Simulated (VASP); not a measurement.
# SiW12 in VASP: single point with PBE

Aim: the single point of SiW12 with PBE.

Everything below comes from runs of VASP 6.6.1. Logs are shortened: lines on timing, memory, paths and dates and some standing lists are left out, and cuts for length are marked.

## 1. The cell of the first run

The cell holds a slab with vacuum, 13 atoms: a = 5.709 Å, b = 5.709 Å, c = 19.445 Å, α = 90.00°, β = 90.00°, γ = 90.00°.

## 2. Single point, PBE

The input, INCAR:

```
SYSTEM = SiW12
PREC = Accurate
ENCUT = 520
EDIFF = 1E-6
ISMEAR = 0
SIGMA = 0.1
LREAL = .FALSE.
LASPH = .TRUE.
NELM = 60
ALGO = Normal
ISIF = 2
LWAVE = .FALSE.
LCHARG = .TRUE.
LDIPOL = .TRUE.
IDIPOL = 3
DIPOL = 0.5 0.5 0.322
GGA = PE
LELF = .TRUE.
LVHAR = .TRUE.
LVACPOTAV = .TRUE.
NBANDS = 98
```

The input, KPOINTS:

```
Automatic mesh
0
G
  5 5 1
  0 0 0
```

The input, POSCAR:

```
SiW12
1.0
    5.7094426449      0.0000000000      0.0000000000
    0.0000000000      5.7094426449      0.0000000000
    0.0000000000      0.0000000000     19.4446428585
W Si
12 1
Direct
    0.2500000000      0.2500000000      0.2057121866
    0.2500000000      0.7500000000      0.2057121866
    0.7500000000      0.2500000000      0.2057121866
    0.7500000000      0.7500000000      0.2057121866
    0.0000000000      0.0000000000      0.3071173000
    0.0000000000      0.5000000000      0.3071173000
    0.5000000000      0.0000000000      0.3071173000
    0.5000000000      0.5000000000      0.3071173000
    0.2500000000      0.2500000000      0.4085774635
    0.2500000000      0.7500000000      0.4085774635
    0.7500000000      0.2500000000      0.4085774635
    0.7500000000      0.7500000000      0.4085774635
    0.4166666667      0.5000000000      0.4970708638
```

Potentials or basis: VASP PAW PBE potentials, release 64 (W_sv, Si).

Command:

```sh
cat potpaw_PBE.64/W_sv/POTCAR potpaw_PBE.64/Si/POTCAR > POTCAR
mpirun -np 1 vasp_std > vasp.out
```

OUTCAR:

```text
SYSTEM = SiW12
   PREC = Accurate
   ENCUT = 520
   EDIFF = 1E-6
   ISMEAR = 0
   LREAL = .FALSE.
   LASPH = .TRUE.
   NELM = 60
   ISIF = 2
   GGA = PE

 ion  position               nearest neighbor table
   1  0.250  0.250  0.206-   5 2.82   6 2.82   7 2.82   8 2.82   2 2.85   3 2.85   2 2.85   3 2.85

   2  0.250  0.750  0.206-   5 2.82   6 2.82   7 2.82   8 2.82   1 2.85   4 2.85   1 2.85   4 2.85

   3  0.750  0.250  0.206-   5 2.82   6 2.82   7 2.82   8 2.82   1 2.85   4 2.85   4 2.85   1 2.85

   4  0.750  0.750  0.206-   5 2.82   6 2.82   7 2.82   8 2.82   2 2.85   3 2.85   3 2.85   2 2.85

   5  0.000  0.000  0.307-   1 2.82   2 2.82   3 2.82   4 2.82   9 2.82  10 2.82  11 2.82  12 2.82
                             6 2.85   7 2.85   6 2.85   7 2.85
   6  0.000  0.500  0.307-   1 2.82   2 2.82   3 2.82   4 2.82   9 2.82  10 2.82  11 2.82  12 2.82
                             5 2.85   8 2.85   5 2.85   8 2.85
   7  0.500  0.000  0.307-   1 2.82   2 2.82   3 2.82   4 2.82   9 2.82  10 2.82  11 2.82  12 2.82
                             5 2.85   8 2.85   8 2.85   5 2.85
   8  0.500  0.500  0.307-   1 2.82   2 2.82   3 2.82   4 2.82   9 2.82  10 2.82  11 2.82  12 2.82
                             6 2.85   7 2.85   7 2.85   6 2.85
   9  0.250  0.250  0.409-  13 2.43   6 2.82   7 2.82   8 2.82   5 2.82  11 2.85  10 2.85  10 2.85
                            11 2.85
  10  0.250  0.750  0.409-  13 2.43   6 2.82   7 2.82   8 2.82   5 2.82  12 2.85   9 2.85   9 2.85
                            12 2.85
  11  0.750  0.250  0.409-   5 2.82   6 2.82   7 2.82   8 2.82   9 2.85  12 2.85  12 2.85   9 2.85
                            13 2.94
  12  0.750  0.750  0.409-   5 2.82   6 2.82   7 2.82   8 2.82  10 2.85  11 2.85  11 2.85  10 2.85
                            13 2.94
  13  0.417  0.500  0.497-   9 2.43  10 2.43  11 2.94  12 2.94

  LATTYP: Found a simple tetragonal cell.
 ALAT       =     5.7094426449
 C/A-ratio  =     3.4056989566

  Lattice vectors:

 A1 = (   5.7094426449,   0.0000000000,   0.0000000000)
 A2 = (   0.0000000000,   5.7094426449,   0.0000000000)
 A3 = (   0.0000000000,   0.0000000000,  19.4446428585)

Analysis of symmetry for initial positions (statically):
=====================================================================
 Subroutine PRICEL returns:
 Original cell was already a primitive cell.

 Routine SETGRP: Setting up the symmetry group for a
 simple tetragonal supercell.

 Subroutine GETGRP returns: Found  2 space group operations
 (whereof  2 operations were pure point group operations)
 out of a pool of 16 trial point group operations.

The static configuration has the point symmetry C_1h.

Analysis of symmetry for dynamics (positions and initial velocities):
=====================================================================
 Subroutine PRICEL returns:
 Original cell was already a primitive cell.

 Routine SETGRP: Setting up the symmetry group for a
 simple tetragonal supercell.

 Subroutine GETGRP returns: Found  2 space group operations
 (whereof  2 operations were pure point group operations)
 out of a pool of 16 trial point group operations.

The dynamic configuration has the point symmetry C_1h.

 Subroutine INISYM returns: Found  2 space group operations
 (whereof  2 operations are pure point group operations),
 and found     1 'primitive' translations

----------------------------------------------------------------------------------------

                                     Primitive cell

  volume of cell :     633.8513

  direct lattice vectors                    reciprocal lattice vectors
     5.709442645  0.000000000  0.000000000     0.175148445  0.000000000  0.000000000
     0.000000000  5.709442645  0.000000000     0.000000000  0.175148445  0.000000000
     0.000000000  0.000000000 19.444642858     0.000000000  0.000000000  0.051428047

  length of vectors
     5.709442645  5.709442645 19.444642858     0.175148445  0.175148445  0.051428047

  position of ions in fractional coordinates (direct lattice)
     0.250000000  0.250000000  0.205712187
     0.250000000  0.750000000  0.205712187
     0.750000000  0.250000000  0.205712187
     0.750000000  0.750000000  0.205712187
     0.000000000  0.000000000  0.307117300
     0.000000000  0.500000000  0.307117300
     0.500000000  0.000000000  0.307117300
     0.500000000  0.500000000  0.307117300
     0.250000000  0.250000000  0.408577464
     0.250000000  0.750000000  0.408577464
     0.750000000  0.250000000  0.408577464
     0.750000000  0.750000000  0.408577464
     0.416666667  0.500000000  0.497070864

  ion indices of the primitive-cell ions
   primitive index   ion index
                 1           1
                 2           2
                 3           3
                 4           4
                 5           5
                 6           6
                 7           7
                 8           8
                 9           9
                10          10
                11          11
                12          12
                13          13

----------------------------------------------------------------------------------------

 KPOINTS: Automatic mesh

Automatic generation of k-mesh.
 Grid dimensions read from file:
 generate k-points for:    5    5    1

 Generating k-lattice:

  Cartesian coordinates                     Fractional coordinates (reciprocal lattice)
     0.035029689  0.000000000  0.000000000     0.200000000  0.000000000  0.000000000
     0.000000000  0.035029689  0.000000000     0.000000000  0.200000000  0.000000000
     0.000000000  0.000000000  0.051428047     0.000000000  0.000000000  1.000000000

  Length of vectors
     0.035029689  0.035029689  0.051428047

  Shift w.r.t. Gamma in fractional coordinates (k-lattice)
     0.000000000  0.000000000  0.000000000

 Subroutine IBZKPT returns following result:
 ===========================================

 Found      9 irreducible k-points:

 Following reciprocal coordinates:
            Coordinates               Weight
  0.000000  0.000000  0.000000      1.000000
  0.200000  0.000000  0.000000      2.000000
  0.000000  0.200000  0.000000      2.000000
  0.400000  0.000000  0.000000      2.000000
  0.000000  0.400000  0.000000      2.000000
  0.200000  0.200000  0.000000      4.000000
  0.400000  0.200000  0.000000      4.000000
 -0.200000  0.400000  0.000000      4.000000
  0.400000  0.400000  0.000000      4.000000
   k-points           NKPTS =      9   k-points in BZ     NKDIM =      9   number of bands    NBANDS=     98
   number of dos      NEDOS =    301   number of ions     NIONS =     13
   total plane-waves  NPLWV = 264600
   dimension x,y,z NGX =    42 NGY =   42 NGZ =  150
   dimension x,y,z NGXF=    84 NGYF=   84 NGZF=  300
   ions per type =              12   1
   NGX,Y,Z   is equivalent  to a cutoff of  12.23, 12.23, 12.82 a.u.
   NGXF,Y,Z  is equivalent  to a cutoff of  24.46, 24.46, 25.65 a.u.
 SYSTEM =  SiW12
   PREC   = accura    normal or accurate (medium, high low for compatibility)
   ISTART =      0    job   : 0-new  1-cont  2-samecut
   ICHARG =      2    charge: 1-file 2-atom 10-const
   ISPIN  =      1    spin polarized calculation?
   LNONCOLLINEAR =      F non collinear calculations
   LSORBIT =      F    spin-orbit coupling
   LASPH  =      T    aspherical Exc in radial PAW
   ENCUT  =  520.0 eV  38.22 Ry    6.18 a.u.  10.62 10.62 36.15*2*pi/ulx,y,z
   NELM   =     60;   NELMIN=  2; NELMDL= -5     # of ELM steps
   EDIFF  = 0.1E-05   stopping-criterion for ELM
   LREAL  =      F    real-space projection
   EDIFFG = 0.1E-04   stopping-criterion for IOM
   NSW    =      0    number of steps for IOM
   IBRION =     -1    ionic relax: 0-MD 1-quasi-New 2-CG
   NFREE  =      0    steps in history (QN), initial steepest desc. (CG)
   ISIF   =      2    stress and relaxation
   ISYM   =      2    0-nonsym 1-usesym 2-fastsym
   POTIM  = 0.5000    time-step for ionic-motion
   TEBEG  =    0.0;   TEEND  =   0.0 temperature during run
   PSTRESS=    0.0 pullay stress
   NELECT =     172.0000    total number of electrons
   NUPDOWN=      -1.0000    fix difference up-down
   EMIN   =  10.00;   EMAX   =-10.00  energy-range for DOS
   EFERMI =   0.00;   METHOD = LEGACY
   ISMEAR =     0;   SIGMA  =   0.10  broadening in eV -4-tet -1-fermi 0-gaus
   EFERMI_NEDOS =   21; number of points for ismear=-14 and -15
   IALGO  =     38    algorithm
   IMIX   =      4    mixing-type and parameters
     AMIX     =   0.40;   BMIX     =  1.00
     AMIX_MAG =   1.60;   BMIX_MAG =  1.00
  volume/ion in A,a.u.               =      48.76       329.03
  Fermi-wavevector in a.u.,A,eV,Ry     =   1.059876  2.002876 15.283938  1.123338
  Thomas-Fermi vector in A             =   2.195237
   LORBIT       =      0    0 simple, 1 ext, 2 COOP (PROOUT), +10 PAW based schemes
   GGA     = PE    functional components
   LHFCALC =     F    Hartree Fock is set to
   AEXX    =    0.0000 exact exchange contribution
   IVDW    =     0    specifies the selected vdW correction
   LEPSILON=     F    determine dielectric tensor
   LRPA    =     F    only Hartree local field effects (RPA)
 non-spin polarized calculation
 Gauss-broadening in eV      SIGMA  =   0.10
  energy-cutoff  :      520.00
  volume of cell :      633.85
 maximum number of plane-waves:     17090
   NGX = 21   NGY = 21   NGZ = 73

 dipolmoment           0.000000      0.000000     -0.004489 electrons x Angstroem

 number of electron     172.0000023 magnetization

 dipolmoment           0.000000      0.000000      0.052299 electrons x Angstroem

 Free energy of the ion-electron system (eV)
  ---------------------------------------------------
  ext. energy  EPLUGINS =         0.00000000
  ---------------------------------------------------
  free energy    TOTEN  =      -142.48816461 eV

  energy without entropy =     -142.38015334  energy(sigma->0) =     -142.43415898

 E-fermi :   0.4347     XC(G=0):  -5.5912

 val. band max:        0.4297440197   @ k =   0.0000   0.4000   0.0000
 cond. band min:       0.4353488695   @ k =   0.4000   0.0000   0.0000
 fundamental gap:      0.0056048499
 Fermi energy:         0.4346511828

 k-point     1 :       0.0000    0.0000    0.0000
  band No.  band energies     occupation
      1     -73.4156      2.00000
      2     -73.3880      2.00000
      3     -73.3746      2.00000
      4     -73.3458      2.00000
      5     -73.3441      2.00000
      6     -73.3097      2.00000
[... 90 lines left out ...]
     97       2.4064      0.00000
     98       2.4090      0.00000

 k-point     2 :       0.2000    0.0000    0.0000
  band No.  band energies     occupation
      1     -73.4142      2.00000
      2     -73.3846      2.00000
      3     -73.3740      2.00000
      4     -73.3482      2.00000
      5     -73.3428      2.00000
      6     -73.3127      2.00000
[... 696 lines left out ...]
     97       1.7324      0.00000
     98       1.8759      0.00000

 k-point     9 :       0.4000    0.4000    0.0000
  band No.  band energies     occupation
      1     -73.3984      2.00000
      2     -73.3864      2.00000
      3     -73.3621      2.00000
      4     -73.3497      2.00000
      5     -73.3448      2.00000
      6     -73.3331      2.00000
[... 90 lines left out ...]
     97       1.4042      0.00000
     98       1.7258      0.00000

------------------------ aborting loop because EDIFF is reached ----------------------------------------

  FORCE on cell =-STRESS in cart. coord.  units (eV):
  Direction    XX          YY          ZZ          XY          YZ          ZX
  --------------------------------------------------------------------------------------
  -------------------------------------------------------------------------------------
  Total      -24.3460983    -22.4951162      3.0875895      0.0000000      0.0000000      2.6290892
  in kB      -61.5393002    -56.8605981      7.8044578      0.0000000      0.0000000      6.6455128
  external PRESSURE =     -36.8651468 kB  Pullay stress =       0.0000000 kB

 VOLUME and BASIS-vectors are now :
 -----------------------------------------------------------------------------
  energy-cutoff  :      520.00
  volume of cell :      633.85
      direct lattice vectors                 reciprocal lattice vectors
     5.709442645  0.000000000  0.000000000     0.175148445  0.000000000  0.000000000
     0.000000000  5.709442645  0.000000000     0.000000000  0.175148445  0.000000000
     0.000000000  0.000000000 19.444642858     0.000000000  0.000000000  0.051428047

 POSITION                                       TOTAL-FORCE (eV/Angst)
 -----------------------------------------------------------------------------------
      1.42736      1.42736      4.00000         0.059560      0.036860     -0.032465
      1.42736      4.28208      4.00000         0.059560     -0.036860     -0.032465
      4.28208      1.42736      4.00000        -0.040029      0.101082     -0.098679
      4.28208      4.28208      4.00000        -0.040029     -0.101082     -0.098679
      0.00000      0.00000      5.97179         0.175142      0.000000     -0.160446
      0.00000      2.85472      5.97179        -0.314946      0.000000     -0.201604
      2.85472      0.00000      5.97179         0.215162      0.000000     -0.221334
      2.85472      2.85472      5.97179        -0.005667      0.000000     -0.519844
      1.42736      1.42736      7.94464        -0.705088     -0.749166     -0.008458
      1.42736      4.28208      7.94464        -0.705088      0.749166     -0.008458
      4.28208      1.42736      7.94464        -0.198138      0.226302      0.685147
      4.28208      4.28208      7.94464        -0.198138     -0.226302      0.685147
      2.37893      2.85472      9.66537         1.697699      0.000000      0.012139
 -----------------------------------------------------------------------------------
    total drift:                                0.000189      0.000000      0.000975

  FREE ENERGIE OF THE ION-ELECTRON SYSTEM (eV)
  ---------------------------------------------------
  free  energy   TOTEN  =      -142.4881646120 eV

  energy  without entropy=     -142.3801533449  energy(sigma->0) =     -142.43415898

 vacuum level on the upper side and lower side of the slab         5.370         5.080
```

Wall time 44 min (1 thread of Intel Xeon Platinum 8259CL at 2.50GHz (Skylake/Cascade Lake), shared host); peak memory 0.79 GiB.

Results:

| Quantity | Value |
| --- | --- |
| Free energy | -142.4882 eV |
| Largest force | 1.698 eV/Å |
| Band gap on the k mesh | zero (bands 86 and 87 overlap by 0.20 eV) |

Forces in eV/Å, atoms in the order of the input:
```
W    0.060  0.037 -0.032
W    0.060 -0.037 -0.032
W   -0.040  0.101 -0.099
W   -0.040 -0.101 -0.099
W    0.175  0.000 -0.160
W   -0.315  0.000 -0.202
W    0.215  0.000 -0.221
W   -0.006  0.000 -0.520
W   -0.705 -0.749 -0.008
W   -0.705  0.749 -0.008
W   -0.198  0.226  0.685
W   -0.198 -0.226  0.685
Si   1.698  0.000  0.012
```

Caveat: spin-orbit coupling is left out, which moves the levels of the heavy elements.
